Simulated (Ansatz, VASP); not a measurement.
One calculation of Ga2Te2O, two programs

INCAR

```
PREC = Accurate ; ENCUT = 600
EDIFF = 1E-6 ; ISMEAR = 0
SIGMA = 0.15 ; LREAL = F
LASPH = T ; NELM = 100
ALGO = Normal ; ISIF = 3
LWAVE = F ; LCHARG = F
GGA = PE ; IBRION = 2
NSW = 36 ; EDIFFG = -0.08
```

Contents of KPOINTS:

```
regular mesh
0
Gamma
  3 3 1
```

POSCAR

```
Ga2Te2O
1.0
    4.1000000000      0.0000000000      0.0000000000
   -2.0500000000      3.5507041600      0.0000000000
    0.0000000000      0.0000000000     18.6000000000
Ga Te O
4 4 2
Direct
    0.6666666700      0.3333333300      0.8470000000
    0.6666666700      0.3333333300      0.6530000000
    0.3333333300      0.6666666700      0.3470000000
    0.3333333300      0.6666666700      0.1530000000
    0.3333333300      0.6666666700      0.5940000000
    0.3333333300      0.6666666700      0.9060000000
    0.6666666700      0.3333333300      0.0940000000
    0.6666666700      0.3333333300      0.4060000000
    0.6666666700      0.3333333300      0.7500000000
    0.3333333300      0.6666666700      0.2500000000
```

Input for Ansatz:

```yaml
crystal:
  lattice:
    - [4.1, 0.0, 0.0]
    - [-2.05, 3.55070416, 0.0]
    - [0.0, 0.0, 18.6]
  atoms:
    - { symbol: Ga, position: [0.66666667, 0.33333333, 0.847] }
    - { symbol: Ga, position: [0.66666667, 0.33333333, 0.653] }
    - { symbol: Ga, position: [0.33333333, 0.66666667, 0.347] }
    - { symbol: Ga, position: [0.33333333, 0.66666667, 0.153] }
    - { symbol: Te, position: [0.33333333, 0.66666667, 0.594] }
    - { symbol: Te, position: [0.33333333, 0.66666667, 0.906] }
    - { symbol: Te, position: [0.66666667, 0.33333333, 0.094] }
    - { symbol: Te, position: [0.66666667, 0.33333333, 0.406] }
    - { symbol: O, position: [0.66666667, 0.33333333, 0.75] }
    - { symbol: O, position: [0.33333333, 0.66666667, 0.25] }
basis:
  ecutwfc: 420
kpoints:
  mp_grid: { grid: [3, 3, 1] }
hamiltonian:
  xc: pbe
scf:
  occupations: { method: gaussian, width: 0.15 }
  lower_state_search: "off"
output:
  forces: true
  stress: true
  eigenvalues: true
relax:
  adjacent_minimum: "off"
  f_tol: 0.08
  max_steps: 16
  cell: { stress_tol: 0.8 }
```

Alike in both runs: task relaxation of cell and atoms; functional PBE; k mesh 3 × 3 × 1; occupations gaussian, width 0.15 eV; no spin polarisation.

```csv
,VASP,Ansatz
version,VASP 6.6.1,Ansatz 0.2.0
potentials or method,"VASP PAW PBE potentials, release 64 (Ga_d, Te, O), cutoff 600 eV","scalar-relativistic, plane waves, PAW"
valence electrons in the cell,88,128
```

|  | VASP | Ansatz | Ansatz less VASP |
| --- | --- | --- | --- |
| gap on the k mesh at the Fermi level, each at its own relaxed structure (eV) | 1.03 | 1.21 | +0.184 |
| relaxed volume (Å³/atom) | 29.26 | 29.96 | +0.700 |
| relaxed cell length with the largest relative difference (Å) | 18.809 | 19.591 | +0.7822 |

VASP's potentials hold 88 valence electrons a cell and Ansatz's 128, so a difference there can come from the potentials and not from the codes.

The k mesh is coarse, so the values compare programs but aren't converged. Neither program's run includes spin-orbit coupling.
